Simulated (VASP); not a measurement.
A run of VASP 6.6.1 is set up as follows.

The input INCAR:

```
PREC = Accurate
ENCUT = 520
EDIFF = 1E-6
ISMEAR = 0
SIGMA = 0.1
LREAL = False
LASPH = True
NELM = 60
ALGO = Normal
ISIF = 2
LWAVE = False
LCHARG = False
LDIPOL = True
IDIPOL = 3
DIPOL = 0.5 0.5 0.287
GGA = PE
NBANDS = 74
```

File KPOINTS:

```
Automatic mesh
0
Gamma
  5 5 1
```

File POSCAR:

```
HPt6
1.0
    5.6143281343      0.0000000000      0.0000000000
    0.0000000000      5.6143281343      0.0000000000
    0.0000000000      0.0000000000     21.8513792319
Pt H
12 2
Direct
    0.2500000000      0.2500000000      0.1830548066
    0.2500000000      0.7500000000      0.1830548066
    0.7500000000      0.2500000000      0.1830548066
    0.7500000000      0.7500000000      0.1830548066
    0.0000000000      0.0000000000      0.2712126041
    0.0000000000      0.5000000000      0.2712126041
    0.5000000000      0.0000000000      0.2712126041
    0.5000000000      0.5000000000      0.2712126041
    0.2500000000      0.2500000000      0.3593081768
    0.2500000000      0.7500000000      0.3593081768
    0.7500000000      0.2500000000      0.3593081768
    0.7500000000      0.7500000000      0.3593081768
   -0.0667933885      0.0000000000      0.3799018425
    0.0667933885      0.0000000000      0.3799018425
```

Potentials or basis: VASP PAW PBE potentials, release 64 (Pt, H).

Run with:

```console
$ cat potpaw_PBE.64/Pt/POTCAR potpaw_PBE.64/H/POTCAR > POTCAR
$ mpirun -np 1 vasp_std > vasp.out
```

**Question.** What does it give for the largest force?

**Answer.** 5.816 eV/Å.

**Question.** Predict the band gap on the k mesh.

**Answer.** Zero (band 61 reaches -1.03 eV, above the bottom of band 62 at -1.18 eV).

Forces on the atoms (eV/Å):
```
Pt  -0.003  0.018 -0.031
Pt  -0.003 -0.018 -0.031
Pt   0.003  0.018 -0.031
Pt   0.003 -0.018 -0.031
Pt   0.000  0.000 -1.494
Pt   0.000  0.000 -0.459
Pt   0.000  0.000 -0.496
Pt   0.000  0.000  0.174
Pt   0.695  0.861  0.093
Pt   0.695 -0.861  0.093
Pt  -0.695  0.861  0.093
Pt  -0.695 -0.861  0.093
H   -5.727  0.000  1.012
H    5.727  0.000  1.012
```

Caveat: spin-orbit coupling is left out, which moves the levels of the heavy elements.
